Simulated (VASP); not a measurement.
# AlCu3 (Pm-3m) in VASP: further runs, part 2 of 2

VASP 6.6.1.

## 5. Single point, PBEsol

This run uses another cell than the first one, of 11.04 Å³/atom.

Contents of INCAR:

```
SYSTEM = AlCu3
PREC = Accurate
ENCUT = 520
EDIFF = 1E-6
ISMEAR = 0
SIGMA = 0.1
LREAL = .False.
LASPH = .True.
NELM = 100
ALGO = Normal
ISIF = 2
LWAVE = .False.
LCHARG = .False.
GGA = PS
NBANDS = 26
```

Contents of KPOINTS:

```
Automatic mesh
0
Gamma
  12 12 12
  0 0 0
```

Contents of POSCAR:

```
AlCu3
1.0
    3.5347871131      0.0000000000      0.0000000000
    0.0000000000      3.5347871131      0.0000000000
    0.0000000000      0.0000000000      3.5347871131
Al Cu
1 3
Direct
    0.0000000000      0.0000000000      0.0000000000
    0.5000000000      0.5000000000      0.0000000000
    0.5000000000      0.0000000000      0.5000000000
    0.0000000000      0.5000000000      0.5000000000
```

Potentials or basis: VASP PAW PBE potentials, release 64 (Al, Cu).

Command:

```sh
$ cat potpaw_PBE.64/Al/POTCAR potpaw_PBE.64/Cu/POTCAR > POTCAR
$ mpirun -np 1 vasp_std > vasp.out
```

OUTCAR:

```text
SYSTEM = AlCu3
   PREC = Accurate
   ENCUT = 520
   EDIFF = 1E-6
   ISMEAR = 0
   LREAL = .False.
   LASPH = .True.
   NELM = 100
   ISIF = 2
   GGA = PS

 ion  position               nearest neighbor table
   1  0.000  0.000  0.000-   2 2.50   3 2.50   4 2.50   3 2.50   4 2.50   2 2.50   4 2.50   4 2.50
                             2 2.50   3 2.50   3 2.50   2 2.50
   2  0.500  0.500  0.000-   1 2.50   3 2.50   4 2.50   3 2.50   4 2.50   1 2.50   3 2.50   3 2.50
                             1 2.50   4 2.50   4 2.50   1 2.50
   3  0.500  0.000  0.500-   1 2.50   2 2.50   4 2.50   1 2.50   2 2.50   2 2.50   4 2.50   2 2.50
                             1 2.50   4 2.50   1 2.50   4 2.50
   4  0.000  0.500  0.500-   1 2.50   2 2.50   3 2.50   1 2.50   2 2.50   1 2.50   3 2.50   1 2.50
                             2 2.50   3 2.50   2 2.50   3 2.50

  LATTYP: Found a simple cubic cell.
 ALAT       =     3.5347871131

  Lattice vectors:

 A1 = (   3.5347871131,   0.0000000000,   0.0000000000)
 A2 = (   0.0000000000,   3.5347871131,   0.0000000000)
 A3 = (   0.0000000000,   0.0000000000,   3.5347871131)

Analysis of symmetry for initial positions (statically):
=====================================================================
 Subroutine PRICEL returns:
 Original cell was already a primitive cell.
[... 179 lines left out ...]
 fundamental gap:      0.0387328121
 Fermi energy:         9.6941408158

 k-point     1 :       0.0000    0.0000    0.0000
  band No.  band energies     occupation
      1      -1.6708      2.00000
      2       3.7371      2.00000
      3       4.3703      2.00000
      4       4.3703      2.00000
      5       4.6738      2.00000
      6       4.6738      2.00000
[... 685 lines left out ...]
     25      20.2322      0.00000
     26      21.0348      0.00000

 [... further k-points ...]

------------------------ aborting loop because EDIFF is reached ----------------------------------------

  FORCE on cell =-STRESS in cart. coord.  units (eV):
  Direction    XX          YY          ZZ          XY          YZ          ZX
  --------------------------------------------------------------------------------------
  -------------------------------------------------------------------------------------
  Total        4.2575194      4.2575194      4.2575194      0.0000000      0.0000000      0.0000000
  in kB      154.4462710    154.4462710    154.4462710      0.0000000      0.0000000      0.0000000
  external PRESSURE =     154.4462710 kB  Pullay stress =       0.0000000 kB

 VOLUME and BASIS-vectors are now :
 -----------------------------------------------------------------------------
  energy-cutoff  :      520.00
  volume of cell :       44.17
      direct lattice vectors                 reciprocal lattice vectors
     3.534787113  0.000000000  0.000000000     0.282902469  0.000000000  0.000000000
     0.000000000  3.534787113  0.000000000     0.000000000  0.282902469  0.000000000
     0.000000000  0.000000000  3.534787113     0.000000000  0.000000000  0.282902469

 POSITION                                       TOTAL-FORCE (eV/Angst)
 -----------------------------------------------------------------------------------
      0.00000      0.00000      0.00000         0.000000      0.000000      0.000000
      1.76739      1.76739      0.00000         0.000000      0.000000      0.000000
      1.76739      0.00000      1.76739         0.000000      0.000000      0.000000
      0.00000      1.76739      1.76739         0.000000      0.000000      0.000000
 -----------------------------------------------------------------------------------
    total drift:                                0.000000      0.000000      0.000000

  FREE ENERGIE OF THE ION-ELECTRON SYSTEM (eV)
  ---------------------------------------------------
  free  energy   TOTEN  =       -17.6029496243 eV

  energy  without entropy=      -17.5972979623  energy(sigma->0) =      -17.60012379
```

OSZICAR:

```text
N       E                     dE             d eps       ncg     rms          rms(c)
DAV:   1     0.253811362405E+03    0.25381E+03   -0.15671E+04  4592   0.225E+03
DAV:   2    -0.218944994976E+01   -0.25600E+03   -0.24471E+03  4374   0.361E+02
DAV:   3    -0.222317077431E+02   -0.20042E+02   -0.19268E+02  4982   0.139E+02
DAV:   4    -0.226836173097E+02   -0.45191E+00   -0.45060E+00  6402   0.245E+01
DAV:   5    -0.226913893733E+02   -0.77721E-02   -0.77711E-02  6724   0.254E+00    0.187E+01
DAV:   6    -0.208128377769E+02    0.18786E+01   -0.45422E+01  5140   0.171E+02    0.113E+01
DAV:   7    -0.176573940979E+02    0.31554E+01   -0.10995E+01  5268   0.786E+01    0.917E-01
DAV:   8    -0.176353946635E+02    0.21999E-01   -0.40552E-01  6400   0.946E+00    0.131E+00
DAV:   9    -0.176029292512E+02    0.32465E-01   -0.56435E-02  5480   0.573E+00    0.617E-02
DAV:  10    -0.176029736635E+02   -0.44412E-04   -0.33775E-03  6034   0.976E-01    0.463E-02
DAV:  11    -0.176029514350E+02    0.22229E-04   -0.26138E-04  6092   0.326E-01    0.163E-02
DAV:  12    -0.176029502118E+02    0.12232E-05   -0.28188E-05  6204   0.936E-02    0.720E-03
DAV:  13    -0.176029496243E+02    0.58748E-06   -0.15522E-06  3518   0.131E-02
   1 F= -.17602950E+02 E0= -.17600124E+02  d E =-.565166E-02
```

It took 46 s on 1 thread of Intel Xeon Platinum 8488C (Sapphire Rapids), shared host; peak memory 0.21 GiB.

Results:

```
Free energy            : -17.6029 eV
Pressure               : 15.4 GPa
Band gap on the k mesh : zero (bands 18 and 19 overlap by 5.95 eV)
```

Caveat: the cell stands under pressure; the PAW data sets were made with another functional, which shifts forces and pressure a little.

## 6. Overview

| task | cell | cutoff (eV) | gap on the mesh (eV) | pressure (GPa) |
| --- | --- | --- | --- | --- |
| relaxation of cell and atoms | relaxed to 15 GPa from a = 3.532 Å, 4 atoms | 600 | none | 15.0 |
| single point | a = 3.364 Å, 4 atoms | 520 | none | 58.5 |
| single point | a = 3.465 Å, 4 atoms | 520 | none | 30.4 |
| single point | a = 3.535 Å, 4 atoms | 520 | none | 15.4 |

Alike in all rows: level PBEsol; potentials or basis VASP PAW PBE potentials, release 64 (Al, Cu); no spin polarisation; k mesh 12 × 12 × 12; smearing gaussian 0.1 eV.

Caveats: the PAW data sets were made with another functional, which shifts forces and pressure a little; the cell stands under pressure (at least some runs); the cell is relaxed towards a set pressure, so the run minimises the enthalpy, not the energy (at least some runs).

Total energies depend on the potentials used, so only differences within one code and one set of settings carry meaning.
